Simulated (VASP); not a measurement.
Set up this calculation in VASP 6.6.1, as the native input.

```yaml
Task: single point
Functional: PBEsol
Potentials_or_basis: VASP PAW PBE potentials, release 64 (Ni, Co, O)
Cutoff: 520 eV
k_mesh: 9 × 9 × 6
Occupations: fermi-dirac, width 0.05 eV
Spin: collinear spin, ferromagnetic start
Starting_moments: "[2.5, 3.5, 0.0, 0.0] μB"
Dipole_correction: no
Further_INCAR_settings: ALGO = Normal; EDIFF = 1e-06; NBANDS = 28
```

The structure of CoNiO2 lies in POSCAR:

```
CoNiO2
1.0
    3.0143330000      0.0000000000      0.0000000000
    0.0000000000      3.0143330000      0.0000000000
    0.0000000000      0.0000000000      4.2222850000
Ni Co O
1 1 2
Direct
    0.0000000000      0.0000000000      0.0000000000
    0.5000000000      0.5000000000      0.5000000000
    0.0000000000      0.0000000000      0.5000000000
    0.5000000000      0.5000000000      0.0000000000
```

The input as run:

INCAR

```
SYSTEM = CoNiO2
ALGO = Normal
EDIFF = 1E-6
ENCUT = 520
GGA = PS
ISIF = 2
ISMEAR = -1
ISPIN = 2
LASPH = .True.
LCHARG = .False.
LMAXMIX = 4
LORBIT = 11
LREAL = .False.
LWAVE = .False.
MAGMOM = 2.5 3.5 0 0
NBANDS = 28
NELM = 150
PREC = Accurate
SIGMA = 0.05
```

KPOINTS

```
k-points
0
Gamma
  9 9 6
  0 0 0
```

Potentials or basis: VASP PAW PBE potentials, release 64 (Ni, Co, O).

Run with:

```console
$ cat potpaw_PBE.64/Ni/POTCAR potpaw_PBE.64/Co/POTCAR potpaw_PBE.64/O/POTCAR > POTCAR
$ mpirun -np 1 vasp_std > vasp.out
```

It gave:

```json
{
  "Pressure": "-12.4 GPa",
  "Net moment": "4.47 μB per cell",
  "Site moments": "Ni +1.32; Co +2.50; O +0.29, +0.27 μB",
  "Valence electrons inside the program's atomic spheres": "Ni 8.95; Co 7.80; O 4.94, 4.92"
}
```

Caveat: the cell stands under tension; the PAW data sets were made with another functional, which shifts forces and pressure a little.

Run time: 2.3 min on 1 thread of Intel(R) Xeon(R) 6975P-C (Granite Rapids) (shared host), peak memory 0.24 GiB.
